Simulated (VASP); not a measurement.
# Hf2Sc (P6/mmm) in VASP: a series of runs

Runs on Hf2Sc. Level: PBE. Tasks: relaxation of cell and atoms, single point.

All numbers are computed with VASP 6.6.1; they aren't measurements. Logs are shortened: lines on timing, memory, paths and dates and some standing lists are left out, and cuts for length are marked.

## Step 1: The cell of the first run

It takes space group P6/mmm (No. 191, hexagonal). Conventional cell: a = 3.884 Å, b = 3.884 Å, c = 4.194 Å, α = 90.00°, β = 90.00°, γ = 120.00°. Within 3.0 Å of Hf (site symmetry -6m2) lie 3 Hf at 2.24 Å. Sc (site symmetry 6/mmm) has 12 Hf at 3.07 Å and 6 Sc at 3.88 Å within 4.0 Å.

## Step 2: Relaxation of cell and atoms, PBE

INCAR

```
  PREC = Accurate
  ENCUT = 600
  EDIFF = 1E-6
  ISMEAR = 0
  SIGMA = 0.1
  LREAL = False
  LASPH = True
  NELM = 100
  ALGO = Normal
  ISIF = 3
  LWAVE = False
  LCHARG = False
  GGA = PE
  IBRION = 2
  NSW = 90
  EDIFFG = -0.04
```

KPOINTS

```
Automatic mesh
0
Gamma
  6 6 4
```

POSCAR

```
Hf2Sc
1.0
    3.8841265258      0.0000000000      0.0000000000
   -1.9420632629      3.3637522429      0.0000000000
    0.0000000000      0.0000000000      4.1938243219
Hf Sc
2 1
Direct
    0.3333333333      0.6666666667      0.5000000000
    0.6666666667      0.3333333333      0.5000000000
    0.0000000000      0.0000000000      0.0000000000
```

Potentials or basis: VASP PAW PBE potentials, release 64 (Hf_pv, Sc_sv).

Run with:

```
$ cat potpaw_PBE.64/Hf_pv/POTCAR potpaw_PBE.64/Sc_sv/POTCAR > POTCAR
$ mpirun -np 1 vasp_std > vasp.out
```

OUTCAR:

```text
PREC = Accurate
   ENCUT = 600
   EDIFF = 1E-6
   ISMEAR = 0
   LREAL = False
   LASPH = True
   NELM = 100
   ISIF = 3
   GGA = PE
   IBRION = 2
   NSW = 90
   EDIFFG = -0.04

 ion  position               nearest neighbor table
   1  0.333  0.667  0.500-   2 2.24   2 2.24   2 2.24   3 3.07   3 3.07   3 3.07   3 3.07   3 3.07
                             3 3.07
   2  0.667  0.333  0.500-   1 2.24   1 2.24   1 2.24   3 3.07   3 3.07   3 3.07   3 3.07   3 3.07
                             3 3.07
   3  0.000  0.000  0.000-   1 3.07   2 3.07   1 3.07   2 3.07   2 3.07   2 3.07   1 3.07   1 3.07
                             2 3.07   2 3.07   1 3.07   1 3.07

  LATTYP: Found a hexagonal cell.
 ALAT       =     3.8841265258
 C/A-ratio  =     1.0797342193

  Lattice vectors:

 A1 = (   3.8841265258,   0.0000000000,   0.0000000000)
 A2 = (  -1.9420632629,   3.3637522429,   0.0000000000)
 A3 = (   0.0000000000,   0.0000000000,   4.1938243219)

Analysis of symmetry for initial positions (statically):
=====================================================================
 Subroutine PRICEL returns:
 Original cell was already a primitive cell.

 Routine SETGRP: Setting up the symmetry group for a
 hexagonal supercell.

 Subroutine GETGRP returns: Found 24 space group operations
 (whereof 24 operations were pure point group operations)
 out of a pool of 24 trial point group operations.

The static configuration has the point symmetry D_6h.

Analysis of symmetry for dynamics (positions and initial velocities):
=====================================================================
 Subroutine PRICEL returns:
 Original cell was already a primitive cell.

 Routine SETGRP: Setting up the symmetry group for a
 hexagonal supercell.

 Subroutine GETGRP returns: Found 24 space group operations
 (whereof 24 operations were pure point group operations)
 out of a pool of 24 trial point group operations.

The dynamic configuration has the point symmetry D_6h.

 Subroutine INISYM returns: Found 24 space group operations
 (whereof 24 operations are pure point group operations),
 and found     1 'primitive' translations

----------------------------------------------------------------------------------------

                                     Primitive cell

  volume of cell :      54.7933

  direct lattice vectors                    reciprocal lattice vectors
     3.884126526  0.000000000  0.000000000     0.257458142  0.148643528  0.000000000
    -1.942063263  3.363752243  0.000000000     0.000000000  0.297287056  0.000000000
     0.000000000  0.000000000  4.193824322     0.000000000  0.000000000  0.238445849

  length of vectors
     3.884126526  3.884126526  4.193824322     0.297287056  0.297287056  0.238445849

  position of ions in fractional coordinates (direct lattice)
     0.333333333  0.666666667  0.500000000
     0.666666667  0.333333333  0.500000000
     0.000000000  0.000000000  0.000000000

  ion indices of the primitive-cell ions
   primitive index   ion index
                 1           1
                 2           2
                 3           3

----------------------------------------------------------------------------------------

 KPOINTS: Automatic mesh

Automatic generation of k-mesh.
 Grid dimensions read from file:
 generate k-points for:    6    6    4

 Generating k-lattice:

  Cartesian coordinates                     Fractional coordinates (reciprocal lattice)
     0.042909690  0.024773921  0.000000000     0.166666667  0.000000000  0.000000000
     0.000000000  0.049547843  0.000000000     0.000000000  0.166666667  0.000000000
     0.000000000  0.000000000  0.059611462     0.000000000  0.000000000  0.250000000

  Length of vectors
     0.049547843  0.049547843  0.059611462

  Shift w.r.t. Gamma in fractional coordinates (k-lattice)
     0.000000000  0.000000000  0.000000000

 Subroutine IBZKPT returns following result:
 ===========================================

 Found     21 irreducible k-points:

 Following reciprocal coordinates:
            Coordinates               Weight
  0.000000  0.000000  0.000000      1.000000
  0.166667  0.000000  0.000000      6.000000
  0.333333  0.000000  0.000000      6.000000
  0.500000  0.000000  0.000000      3.000000
  0.166667  0.166667  0.000000      6.000000
  0.333333  0.166667  0.000000     12.000000
[... 13 lines left out ...]
  0.333333  0.166667  0.500000     12.000000
  0.333333  0.333333  0.500000      2.000000
   k-points           NKPTS =     21   k-points in BZ     NKDIM =     21   number of bands    NBANDS=     19
   number of dos      NEDOS =    301   number of ions     NIONS =      3
   total plane-waves  NPLWV =  36864
   dimension x,y,z NGX =    32 NGY =   32 NGZ =   36
   dimension x,y,z NGXF=    64 NGYF=   64 NGZF=   72
   ions per type =               2   1
   NGX,Y,Z   is equivalent  to a cutoff of  13.70, 13.70, 14.27 a.u.
   NGXF,Y,Z  is equivalent  to a cutoff of  27.39, 27.39, 28.54 a.u.
 SYSTEM =  unknown system
   PREC   = accura    normal or accurate (medium, high low for compatibility)
   ISTART =      0    job   : 0-new  1-cont  2-samecut
   ICHARG =      2    charge: 1-file 2-atom 10-const
   ISPIN  =      1    spin polarized calculation?
   LNONCOLLINEAR =      F non collinear calculations
   LSORBIT =      F    spin-orbit coupling
   LASPH  =      T    aspherical Exc in radial PAW
   ENCUT  =  600.0 eV  44.10 Ry    6.64 a.u.   7.76  7.76  8.38*2*pi/ulx,y,z
   NELM   =    100;   NELMIN=  2; NELMDL= -5     # of ELM steps
   EDIFF  = 0.1E-05   stopping-criterion for ELM
   LREAL  =      F    real-space projection
   EDIFFG = -.4E-01   stopping-criterion for IOM
   NSW    =     90    number of steps for IOM
   IBRION =      2    ionic relax: 0-MD 1-quasi-New 2-CG
   NFREE  =      1    steps in history (QN), initial steepest desc. (CG)
   ISIF   =      3    stress and relaxation
   ISYM   =      2    0-nonsym 1-usesym 2-fastsym
   POTIM  = 0.5000    time-step for ionic-motion
   TEBEG  =    0.0;   TEEND  =   0.0 temperature during run
   PSTRESS=    0.0 pullay stress
   NELECT =      31.0000    total number of electrons
   NUPDOWN=      -1.0000    fix difference up-down
   EMIN   =  10.00;   EMAX   =-10.00  energy-range for DOS
   EFERMI =   0.00;   METHOD = LEGACY
   ISMEAR =     0;   SIGMA  =   0.10  broadening in eV -4-tet -1-fermi 0-gaus
   EFERMI_NEDOS =   21; number of points for ismear=-14 and -15
   IALGO  =     38    algorithm
   IMIX   =      4    mixing-type and parameters
     AMIX     =   0.40;   BMIX     =  1.00
     AMIX_MAG =   1.60;   BMIX_MAG =  1.00
  volume/ion in A,a.u.               =      18.26       123.25
  Fermi-wavevector in a.u.,A,eV,Ry     =   1.354003  2.558694 24.943878  1.833323
  Thomas-Fermi vector in A             =   2.481211
   LORBIT       =      0    0 simple, 1 ext, 2 COOP (PROOUT), +10 PAW based schemes
   GGA     = PE    functional components
   LHFCALC =     F    Hartree Fock is set to
   AEXX    =    0.0000 exact exchange contribution
   IVDW    =     0    specifies the selected vdW correction
   LEPSILON=     F    determine dielectric tensor
   LRPA    =     F    only Hartree local field effects (RPA)
 conjugate gradient relaxation of ions
 non-spin polarized calculation
 Gauss-broadening in eV      SIGMA  =   0.10
  energy-cutoff  :      600.00
  volume of cell :       54.79
 maximum number of plane-waves:      1859
 NGX is ok and might be reduce to    32
   NGX = 15   NGY = 15   NGZ = 17

--------------------------------------- Ionic step        1  -------------------------------------------

 number of electron      30.9999997 magnetization

 Free energy of the ion-electron system (eV)
  ---------------------------------------------------
  ext. energy  EPLUGINS =         0.00000000
  ---------------------------------------------------
  free energy    TOTEN  =       -19.46381597 eV

  energy without entropy =      -19.44567084  energy(sigma->0) =      -19.45474340

------------------------ aborting loop because EDIFF is reached ----------------------------------------

  FORCE on cell =-STRESS in cart. coord.  units (eV):
  Direction    XX          YY          ZZ          XY          YZ          ZX
  --------------------------------------------------------------------------------------
  -------------------------------------------------------------------------------------
  Total       24.1694832     24.1694832      0.3465543      0.0000000      0.0000000      0.0000000
  in kB      706.7248187    706.7248187     10.1333775      0.0000000      0.0000000      0.0000000
  external PRESSURE =     474.5276716 kB  Pullay stress =       0.0000000 kB
[... 92 lines left out ...]
  FREE ENERGIE OF THE ION-ELECTRON SYSTEM (eV)
  ---------------------------------------------------
  free  energy   TOTEN  =       -23.7602280655 eV

  energy  without entropy=      -23.7314890262  energy(sigma->0) =      -23.74585855

 E-fermi :   2.9383     XC(G=0):  -9.9322

 val. band max:        2.9378455152   @ k =   0.5000   0.0000   0.2500
 cond. band min:       2.9631442411   @ k =   0.1667   0.1667   0.0000
 fundamental gap:      0.0252987259
 Fermi energy:         2.9383421819

 k-point     1 :       0.0000    0.0000    0.0000
  band No.  band energies     occupation
      1     -46.8911      2.00000
      2     -28.0113      2.00000
      3     -28.0113      2.00000
      4     -27.6245      2.00000
      5     -27.3735      2.00000
      6     -27.0898      2.00000
[... 11 lines left out ...]
     18       4.1775      0.00000
     19       4.1775      0.00000
[... 423 lines left out ...]
      3     -27.5574      2.00000
      4     -27.5574      2.00000
      5     -27.5183      2.00000
      6     -27.5183      2.00000
[... 11 lines left out ...]
     18       3.9870      0.00000
     19       4.5214      0.00000

[... ionic steps 4 to 11 ...]

--------------------------------------- Ionic step       12  -------------------------------------------

 number of electron      30.9999999 magnetization

------------------------ aborting loop because EDIFF is reached ----------------------------------------

  FORCE on cell =-STRESS in cart. coord.  units (eV):
  Direction    XX          YY          ZZ          XY          YZ          ZX
  --------------------------------------------------------------------------------------
  -------------------------------------------------------------------------------------
  Total        0.3360439      0.3360439      0.4905224      0.0000000      0.0000000     -0.0000000
  in kB        8.0895827      8.0895827     11.8083447      0.0000000      0.0000000     -0.0000000
  external PRESSURE =       9.3291701 kB  Pullay stress =       0.0000000 kB
[... 59 lines left out ...]
  energy  without entropy=      -25.8841097626  energy(sigma->0) =      -25.89410753

--------------------------------------- Ionic step       14  -------------------------------------------

 number of electron      30.9999997 magnetization

 Free energy of the ion-electron system (eV)
  ---------------------------------------------------
  ext. energy  EPLUGINS =         0.00000000
  ---------------------------------------------------
  free energy    TOTEN  =       -25.90500423 eV

  energy without entropy =      -25.88354359  energy(sigma->0) =      -25.89427391

 E-fermi :   4.3422     XC(G=0): -10.9358

 val. band max:        4.3170991444   @ k =   0.0000   0.0000   0.0000
 cond. band min:       4.3637123445   @ k =   0.3333   0.1667   0.2500
 fundamental gap:      0.0466132001
 Fermi energy:         4.3422020871

 k-point     1 :       0.0000    0.0000    0.0000
  band No.  band energies     occupation
      1     -44.6902      2.00000
      2     -26.1868      2.00000
      3     -26.1868      2.00000
      4     -25.6908      2.00000
      5     -25.5549      2.00000
      6     -25.5549      2.00000
[... 11 lines left out ...]
     18       5.9761      0.00000
     19       6.6635      0.00000
[... 468 lines left out ...]
  FREE ENERGIE OF THE ION-ELECTRON SYSTEM (eV)
  ---------------------------------------------------
  free  energy   TOTEN  =       -25.9050042304 eV

  energy  without entropy=      -25.8835435935  energy(sigma->0) =      -25.89427391

 reached required accuracy - stopping structural energy minimisation
```

Wall time 2.8 min (1 thread of Intel Xeon 6975P-C (Granite Rapids), shared host); peak memory 0.21 GiB.

Results:

| Item | Value |
| --- | --- |
| Free energy | -25.9050 eV |
| Relaxed volume | 22.43 Å³/atom |
| Relaxed cell | a = 5.004 Å, b = 5.004 Å, c = 3.103 Å, α = 90.00°, β = 90.00°, γ = 120.00° |
| Space group after relaxing (to 0.05 Å) | P6/mmm (No. 191) |
| Energy gained by relaxing | 2147.1 meV/atom |
| Ionic steps | 14 |
| Pressure after relaxing | 0.0 GPa |

The path:
| step | energy change (eV) | largest force (eV/Å) | pressure (GPa) | volume (Å³) |
| --- | --- | --- | --- | --- |
| 1 | 0.0000 | 0.0000 | 47.45 | 54.79 |
| 2 | -3.2030 | 0.0000 | -14.51 | 106.25 |
| 3 | -4.2964 | 0.0000 | -5.23 | 82.15 |
| 4 | -4.2987 | 0.0000 | -6.03 | 83.30 |
| 5 | -5.7024 | 0.0000 | -6.05 | 75.87 |
| 6 | 8.2121 | 0.0000 | 141.20 | 46.27 |
| 7 | -5.9647 | 0.0000 | -5.62 | 74.18 |
| 8 | -6.2657 | 0.0000 | 3.77 | 64.74 |
| 9 | -6.4288 | 0.0000 | -1.90 | 68.85 |
| 10 | -6.4376 | 0.0000 | -1.17 | 68.18 |
| 11 | -6.4374 | 0.0000 | -0.76 | 67.83 |
| 12 | -6.4390 | 0.0000 | 0.93 | 66.55 |
| 13 | -6.4403 | 0.0000 | 0.24 | 67.06 |
| 14 | -6.4412 | 0.0000 | -0.02 | 67.29 |

Final structure:
```cif
data_structure
_symmetry_space_group_name_H-M 'P 1'
_symmetry_Int_Tables_number 1
_cell_length_a 5.0043
_cell_length_b 5.0043
_cell_length_c 3.1025
_cell_angle_alpha 90.000
_cell_angle_beta 90.000
_cell_angle_gamma 120.000
_cell_volume 67.29
loop_
_atom_site_label
_atom_site_type_symbol
_atom_site_fract_x
_atom_site_fract_y
_atom_site_fract_z
_atom_site_occupancy
Hf1 Hf 0.33333 0.66667 0.50000 1
Hf2 Hf 0.66667 0.33333 0.50000 1
Sc1 Sc 0.00000 0.00000 0.00000 1
```

Caveat: the k points lie up to 0.51 Å⁻¹ apart in the final cell; the volume moved by over 15 % at a fixed basis, so the end points are rough; spin-orbit coupling is left out, which moves the levels of the heavy elements.

[end of part 1 of 2]
